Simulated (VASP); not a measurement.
# Zr (P6_3/mmc) in VASP: further runs

Zr is run at these levels: PBE; tasks: electric field gradients.

Everything below comes from runs of VASP 6.6.1. Logs are shortened: lines on timing, memory, paths and dates and some standing lists are left out, and cuts for length are marked.

## (1) The cell of the first run

Symmetry: P6_3/mmc, No. 194, hexagonal system. Conventional cell: a = 3.253 Å, b = 3.253 Å, c = 5.181 Å, α = 90.00°, β = 90.00°, γ = 120.00°. Within 4.2 Å of Zr (site symmetry -6m2) lie 12 Zr at 3.20 to 3.25 Å.

## (2) Electric field gradients, PBE (volume scaled by 1.02)

File INCAR:

```
ALGO = Normal ; EDIFF = 1E-8
ENCUT = 520 ; GGA = PE
ISIF = 2 ; ISMEAR = -1
LASPH = T ; LCHARG = F
LEFG = T ; LREAL = F
LWAVE = F ; NBANDS = 19
NELM = 60 ; PREC = Accurate
SIGMA = 0.08
```

File KPOINTS:

```
k-points
0
Gamma
  13 13 7
```

File POSCAR:

```
Zr
1.0
    3.2534028080      0.0000000000      0.0000000000
   -1.6267014040      2.8175294804      0.0000000000
    0.0000000000      0.0000000000      5.1810870861
Zr
2
Direct
    0.3333333333      0.6666666667      0.2500000000
    0.6666666667      0.3333333333      0.7500000000
```

Potentials or basis: VASP PAW PBE potentials, release 64 (Zr_sv).

Launch:

```bash
> cat potpaw_PBE.64/Zr_sv/POTCAR > POTCAR
> mpirun -np 1 vasp_std > vasp.out
```

OUTCAR:

```text
EDIFF = 1E-8
   ENCUT = 520
   GGA = PE
   ISIF = 2
   ISMEAR = -1
   LASPH = T
   LREAL = F
   NELM = 60
   PREC = Accurate

 ion  position               nearest neighbor table
   1  0.333  0.667  0.250-   2 3.20   2 3.20   2 3.20   2 3.20   2 3.20   2 3.20
   2  0.667  0.333  0.750-   1 3.20   1 3.20   1 3.20   1 3.20   1 3.20   1 3.20

  LATTYP: Found a hexagonal cell.
 ALAT       =     3.2534028080
 C/A-ratio  =     1.5925132521

  Lattice vectors:

 A1 = (   3.2534028080,   0.0000000000,   0.0000000000)
 A2 = (  -1.6267014040,   2.8175294804,   0.0000000000)
 A3 = (   0.0000000000,   0.0000000000,   5.1810870861)

Analysis of symmetry for initial positions (statically):
=====================================================================
 Subroutine PRICEL returns:
 Original cell was already a primitive cell.

 Routine SETGRP: Setting up the symmetry group for a
 hexagonal supercell.

 Subroutine GETGRP returns: Found 24 space group operations
 (whereof 12 operations were pure point group operations)
 out of a pool of 24 trial point group operations.

The static configuration has the point symmetry D_3d.
 The point group associated with its full space group is D_6h.

Analysis of symmetry for dynamics (positions and initial velocities):
=====================================================================
 Subroutine PRICEL returns:
 Original cell was already a primitive cell.

 Routine SETGRP: Setting up the symmetry group for a
 hexagonal supercell.

 Subroutine GETGRP returns: Found 24 space group operations
 (whereof 12 operations were pure point group operations)
 out of a pool of 24 trial point group operations.

The dynamic configuration has the point symmetry D_3d.
 The point group associated with its full space group is D_6h.

 Subroutine INISYM returns: Found 24 space group operations
 (whereof 12 operations are pure point group operations),
 and found     1 'primitive' translations

----------------------------------------------------------------------------------------

                                     Primitive cell

  volume of cell :      47.4927

  direct lattice vectors                    reciprocal lattice vectors
     3.253402808  0.000000000  0.000000000     0.307370485  0.177460432  0.000000000
    -1.626701404  2.817529480  0.000000000     0.000000000  0.354920865  0.000000000
     0.000000000  0.000000000  5.181087086     0.000000000  0.000000000  0.193009688

  length of vectors
     3.253402808  3.253402808  5.181087086     0.354920865  0.354920865  0.193009688

  position of ions in fractional coordinates (direct lattice)
     0.333333333  0.666666667  0.250000000
     0.666666667  0.333333333  0.750000000

  ion indices of the primitive-cell ions
   primitive index   ion index
                 1           1
                 2           2

----------------------------------------------------------------------------------------

 KPOINTS: k-points

Automatic generation of k-mesh.
 Grid dimensions read from file:
 generate k-points for:   13   13    7

 Generating k-lattice:

  Cartesian coordinates                     Fractional coordinates (reciprocal lattice)
     0.023643883  0.013650802  0.000000000     0.076923077  0.000000000  0.000000000
     0.000000000  0.027301605  0.000000000     0.000000000  0.076923077  0.000000000
     0.000000000  0.000000000  0.027572813     0.000000000  0.000000000  0.142857143

  Length of vectors
     0.027301605  0.027301605  0.027572813

  Shift w.r.t. Gamma in fractional coordinates (k-lattice)
     0.000000000  0.000000000  0.000000000

 Subroutine IBZKPT returns following result:
 ===========================================

 Found     84 irreducible k-points:

 Following reciprocal coordinates:
            Coordinates               Weight
  0.000000  0.000000  0.000000      1.000000
  0.076923 -0.000000  0.000000      6.000000
  0.153846  0.000000  0.000000      6.000000
  0.230769  0.000000  0.000000      6.000000
  0.307692  0.000000  0.000000      6.000000
  0.384615  0.000000  0.000000      6.000000
[... 16 lines left out ...]
  0.076923 -0.000000  0.142857     12.000000
  0.153846  0.000000  0.142857     12.000000
 [... further k-points ...]
   k-points           NKPTS =     84   k-points in BZ     NKDIM =     84   number of bands    NBANDS=     19
   number of dos      NEDOS =    301   number of ions     NIONS =      2
   total plane-waves  NPLWV =  23040
   dimension x,y,z NGX =    24 NGY =   24 NGZ =   40
   dimension x,y,z NGXF=    48 NGYF=   48 NGZF=   80
   ions per type =               2
   NGX,Y,Z   is equivalent  to a cutoff of  12.26, 12.26, 12.83 a.u.
   NGXF,Y,Z  is equivalent  to a cutoff of  24.53, 24.53, 25.67 a.u.
 SYSTEM =  unknown system
   PREC   = accura    normal or accurate (medium, high low for compatibility)
   ISTART =      0    job   : 0-new  1-cont  2-samecut
   ICHARG =      2    charge: 1-file 2-atom 10-const
   ISPIN  =      1    spin polarized calculation?
   LNONCOLLINEAR =      F non collinear calculations
   LSORBIT =      F    spin-orbit coupling
   LASPH  =      T    aspherical Exc in radial PAW
   ENCUT  =  520.0 eV  38.22 Ry    6.18 a.u.   6.05  6.05  9.63*2*pi/ulx,y,z
   NELM   =     60;   NELMIN=  2; NELMDL= -5     # of ELM steps
   EDIFF  = 0.1E-07   stopping-criterion for ELM
   LREAL  =      F    real-space projection
   EDIFFG = 0.1E-06   stopping-criterion for IOM
   NSW    =      0    number of steps for IOM
   IBRION =     -1    ionic relax: 0-MD 1-quasi-New 2-CG
   NFREE  =      0    steps in history (QN), initial steepest desc. (CG)
   ISIF   =      2    stress and relaxation
   ISYM   =      2    0-nonsym 1-usesym 2-fastsym
   POTIM  = 0.5000    time-step for ionic-motion
   TEBEG  =    0.0;   TEEND  =   0.0 temperature during run
   PSTRESS=    0.0 pullay stress
   NELECT =      24.0000    total number of electrons
   NUPDOWN=      -1.0000    fix difference up-down
   EMIN   =  10.00;   EMAX   =-10.00  energy-range for DOS
   EFERMI =   0.00;   METHOD = LEGACY
   ISMEAR =    -1;   SIGMA  =   0.08  broadening in eV -4-tet -1-fermi 0-gaus
   EFERMI_NEDOS =   21; number of points for ismear=-14 and -15
   IALGO  =     38    algorithm
   IMIX   =      4    mixing-type and parameters
     AMIX     =   0.40;   BMIX     =  1.00
     AMIX_MAG =   1.60;   BMIX_MAG =  1.00
  volume/ion in A,a.u.               =      23.75       160.25
  Fermi-wavevector in a.u.,A,eV,Ry     =   1.303976  2.464157 23.134703  1.700353
  Thomas-Fermi vector in A             =   2.434942
   LORBIT       =      0    0 simple, 1 ext, 2 COOP (PROOUT), +10 PAW based schemes
   GGA     = PE    functional components
[... 5 lines left out ...]
 non-spin polarized calculation
  energy-cutoff  :      520.00
  volume of cell :       47.49
 maximum number of plane-waves:      1298
   NGX = 13   NGY = 13   NGZ = 19

 number of electron      24.0000001 magnetization

 Free energy of the ion-electron system (eV)
  ---------------------------------------------------
  ext. energy  EPLUGINS =         0.00000000
  ---------------------------------------------------
  free energy    TOTEN  =       -17.05929913 eV

  energy without entropy =      -17.01394952  energy(sigma->0) =      -17.03662432

 E-fermi :   8.7673     XC(G=0): -10.9924

 val. band max:        8.7552920467   @ k =   0.1538   0.0000   0.1429
 cond. band min:       8.7750098120   @ k =   0.3077   0.3077   0.2857
 fundamental gap:      0.0197177653
 Fermi energy:         8.7672871334

 k-point     1 :       0.0000    0.0000    0.0000
  band No.  band energies     occupation
      1     -40.1001      2.00000
      2     -39.9580      2.00000
      3     -18.5869      2.00000
      4     -17.7728      2.00000
      5     -17.7728      2.00000
      6     -17.6423      2.00000
[... 11 lines left out ...]
     18      10.8760      0.00000
     19      13.1159      0.00000

 k-point     2 :       0.0769   -0.0000    0.0000
  band No.  band energies     occupation
      1     -40.0939      2.00000
      2     -39.9554      2.00000
      3     -18.5699      2.00000
      4     -17.8101      2.00000
      5     -17.7851      2.00000
      6     -17.6783      2.00000
[... 11 lines left out ...]
     18      10.7354      0.00000
     19      13.2191      0.00000

 k-point     3 :       0.1538    0.0000    0.0000
  band No.  band energies     occupation
      1     -40.0765      2.00000
      2     -39.9486      2.00000
      3     -18.5210      2.00000
      4     -17.9135      2.00000
      5     -17.8182      2.00000
      6     -17.7835      2.00000
[... 11 lines left out ...]
     18      10.8583      0.00000
     19      13.4412      0.00000

 k-point     4 :       0.2308    0.0000    0.0000
  band No.  band energies     occupation
      1     -40.0509      2.00000
      2     -39.9398      2.00000
      3     -18.4458      2.00000
      4     -18.0592      2.00000
      5     -17.9262      2.00000
      6     -17.8628      2.00000
[... 11 lines left out ...]
     18      11.5014      0.00000
     19      13.6578      0.00000

 k-point     5 :       0.3077    0.0000    0.0000
  band No.  band energies     occupation
      1     -40.0219      2.00000
      2     -39.9322      2.00000
      3     -18.3540      2.00000
      4     -18.2135      2.00000
      5     -18.0714      2.00000
      6     -17.9084      2.00000
[... 11 lines left out ...]
     18      12.3052      0.00000
     19      13.8142      0.00000
[... 334 lines left out ...]
      2     -39.9363      2.00000
      3     -18.3032      2.00000
      4     -18.1765      2.00000
      5     -18.1273      2.00000
      6     -18.0645      2.00000
[... 11 lines left out ...]
     18      13.3991      0.00000
     19      15.0835      0.00000

 k-point    22 :       0.0000    0.0000    0.1429
  band No.  band energies     occupation
      1     -40.0932      2.00000
      2     -39.9651      2.00000
      3     -18.5429      2.00000
      4     -17.7663      2.00000
      5     -17.7663      2.00000
      6     -17.6922      2.00000
[... 11 lines left out ...]
     18      11.1263      0.00000
     19      13.1608      0.00000

 k-point    23 :       0.0769   -0.0000    0.1429
  band No.  band energies     occupation
      1     -40.0872      2.00000
      2     -39.9624      2.00000
      3     -18.5281      2.00000
      4     -17.8026      2.00000
      5     -17.7782      2.00000
      6     -17.7226      2.00000
[... 11 lines left out ...]
     18      11.0387      0.00000
     19      13.2442      0.00000

 k-point    24 :       0.1538    0.0000    0.1429
  band No.  band energies     occupation
      1     -40.0703      2.00000
      2     -39.9550      2.00000
      3     -18.4861      2.00000
      4     -17.9029      2.00000
      5     -17.8205      2.00000
      6     -17.8104      2.00000
[... 11 lines left out ...]
     18      11.0239      0.00000
     19      13.4197      0.00000

 [... further k-points ...]
[... 5 lines left out ...]
  --------------------------------------------------------------------------------------
  -------------------------------------------------------------------------------------
  Total       -0.4460452     -0.4460452     -0.2900778      0.0000000     -0.0000000      0.0000000
  in kB      -15.0474284    -15.0474284     -9.7858363      0.0000000     -0.0000000      0.0000000
  external PRESSURE =     -13.2935644 kB  Pullay stress =       0.0000000 kB

 VOLUME and BASIS-vectors are now :
 -----------------------------------------------------------------------------
  energy-cutoff  :      520.00
  volume of cell :       47.49
      direct lattice vectors                 reciprocal lattice vectors
     3.253402808  0.000000000  0.000000000     0.307370485  0.177460432  0.000000000
    -1.626701404  2.817529480  0.000000000     0.000000000  0.354920865  0.000000000
     0.000000000  0.000000000  5.181087086     0.000000000  0.000000000  0.193009688

 POSITION                                       TOTAL-FORCE (eV/Angst)
 -----------------------------------------------------------------------------------
     -0.00000      1.87835      1.29527         0.000000     -0.000000      0.000000
      1.62670      0.93918      3.88582        -0.000000      0.000000      0.000000
 -----------------------------------------------------------------------------------
    total drift:                                0.000000     -0.000000      0.000000

  FREE ENERGIE OF THE ION-ELECTRON SYSTEM (eV)
  ---------------------------------------------------
  free  energy   TOTEN  =       -17.0592991302 eV

  energy  without entropy=      -17.0139495196  energy(sigma->0) =      -17.03662432

 Electric field gradients (V/A^2)
---------------------------------------------------------------------
 ion       V_xx      V_yy      V_zz      V_xy      V_xz      V_yz
---------------------------------------------------------------------
   1     -19.920   -19.920    39.840     0.000    -0.000     0.000
   2     -19.920   -19.920    39.840     0.000     0.000    -0.000
---------------------------------------------------------------------

 Electric field gradients after diagonalization (V/A^2)
 (convention: |V_zz| > |V_xx| > |V_yy|)
----------------------------------------------------------------------
 ion       V_xx      V_yy      V_zz     asymmetry (V_yy - V_xx)/ V_zz
----------------------------------------------------------------------
   1     -19.920   -19.920    39.840       0.000
   2     -19.920   -19.920    39.840       0.000
----------------------------------------------------------------------

           NMR quadrupolar parameters

 Cq : quadrupolar parameter    Cq=e*Q*V_zz/h
 eta: asymmetry parameters     (V_yy - V_xx)/ V_zz
 Q  : nuclear electric quadrupole moment in mb (millibarn)
----------------------------------------------------------------------
 ion       Cq(MHz)       eta       Q (mb)
----------------------------------------------------------------------
   1       0.096       0.000       1.000
   2       0.096       0.000       1.000
----------------------------------------------------------------------
```

Run time: 28 s. Hardware: 1 thread of Intel Xeon Platinum 8559C (Emerald Rapids), shared host; peak memory 0.19 GiB.

What came out:

* Free energy: -17.0593 eV
* Pressure: -1.3 GPa
* Band gap on the k mesh: zero (band 12 reaches 9.63 eV, above the bottom of band 13 at 8.53 eV)

Levels at points of the mesh, in eV from the Fermi level:
```tsv
k point	band 8	band 9	band 10	band 11	band 12	band 13	band 14	band 15	band 16	band 17
(0.00, 0.00, 0.00)	-26.41	-5.61	-2.97	0.87	0.87	1.01	1.11	1.54	1.54	2.11
```

Electric field gradients, principal values (V/Å²):
```
atom    least   middle  greatest (by size)
1 Zr  -19.920  -19.920              39.840
2 Zr  -19.920  -19.920              39.840
```

Caveat: without QUAD_EFG the Cq values of the log hold for a quadrupole moment of 1 mb, not for the nuclei.

## (3) Electric field gradients, PBE (volume scaled by 1.06)

File INCAR:

```
ALGO = Normal
EDIFF = 1E-8
ENCUT = 520
GGA = PE
ISIF = 2
ISMEAR = -1
LASPH = T
LCHARG = F
LEFG = T
LREAL = F
LWAVE = F
NBANDS = 19
NELM = 80
PREC = Accurate
SIGMA = 0.08
```

KPOINTS is that of step 2.

File POSCAR:

```
Zr
1.0
    3.2953868297      0.0000000000      0.0000000000
   -1.6476934148      2.8538887098      0.0000000000
    0.0000000000      0.0000000000      5.2479471970
Zr
2
Direct
    0.3333333333      0.6666666667      0.2500000000
    0.6666666667      0.3333333333      0.7500000000
```

Potentials or basis: VASP PAW PBE potentials, release 64 (Zr_sv).

Launch:

```bash
> cat potpaw_PBE.64/Zr_sv/POTCAR > POTCAR
> mpirun -np 1 vasp_std > vasp.out
```

OUTCAR:

```text
EDIFF = 1E-8
   ENCUT = 520
   GGA = PE
   ISIF = 2
   ISMEAR = -1
   LASPH = T
   LREAL = F
   NELM = 80
   PREC = Accurate

 ion  position               nearest neighbor table
   1  0.333  0.667  0.250-   2 3.24   2 3.24   2 3.24   2 3.24   2 3.24   2 3.24
   2  0.667  0.333  0.750-   1 3.24   1 3.24   1 3.24   1 3.24   1 3.24   1 3.24

  LATTYP: Found a hexagonal cell.
 ALAT       =     3.2953868297
 C/A-ratio  =     1.5925132521

  Lattice vectors:

[... 742 lines left out ...]

  FREE ENERGIE OF THE ION-ELECTRON SYSTEM (eV)
  ---------------------------------------------------
  free  energy   TOTEN  =       -17.0254500595 eV

  energy  without entropy=      -16.9790310205  energy(sigma->0) =      -17.00224054

 Electric field gradients (V/A^2)
---------------------------------------------------------------------
 ion       V_xx      V_yy      V_zz      V_xy      V_xz      V_yz
---------------------------------------------------------------------
   1     -18.197   -18.197    36.394     0.000     0.000    -0.000
   2     -18.197   -18.197    36.394     0.000    -0.000     0.000
---------------------------------------------------------------------

 Electric field gradients after diagonalization (V/A^2)
 (convention: |V_zz| > |V_xx| > |V_yy|)
----------------------------------------------------------------------
 ion       V_xx      V_yy      V_zz     asymmetry (V_yy - V_xx)/ V_zz
----------------------------------------------------------------------
   1     -18.197   -18.197    36.394       0.000
   2     -18.197   -18.197    36.394       0.000
----------------------------------------------------------------------

           NMR quadrupolar parameters

 Cq : quadrupolar parameter    Cq=e*Q*V_zz/h
 eta: asymmetry parameters     (V_yy - V_xx)/ V_zz
 Q  : nuclear electric quadrupole moment in mb (millibarn)
----------------------------------------------------------------------
 ion       Cq(MHz)       eta       Q (mb)
----------------------------------------------------------------------
   1       0.088       0.000       1.000
   2       0.088       0.000       1.000
----------------------------------------------------------------------
```

Run time: 38 s. Hardware: 1 thread of Intel Xeon Platinum 8559C (Emerald Rapids), shared host; peak memory 0.21 GiB.

Results:

```yaml
Free_energy: -17.0255 eV
Pressure: -4.5 GPa
Band_gap_on_the_k_mesh: zero (band 12 reaches 9.21 eV, above the bottom of band 13 at 8.10 eV)
```

Stress tensor (GPa, compression positive):
```
-4.64  0.00  0.00
 0.00 -4.64  0.00
 0.00  0.00 -4.36
```

Levels at points of the mesh, in eV from the Fermi level:
```csv
k point,band 10,band 11,band 12,band 13,band 14,band 15
"(0.00, 0.00, 0.00)",-2.87,0.86,0.86,0.98,1.00,1.50
```

Electric field gradients, principal values (V/Å²):
| atom | least | middle | greatest (by size) |
| --- | --- | --- | --- |
| 1 Zr | -18.197 | -18.197 | 36.394 |
| 2 Zr | -18.197 | -18.197 | 36.394 |

Caveat: without QUAD_EFG the Cq values of the log hold for a quadrupole moment of 1 mb, not for the nuclei.
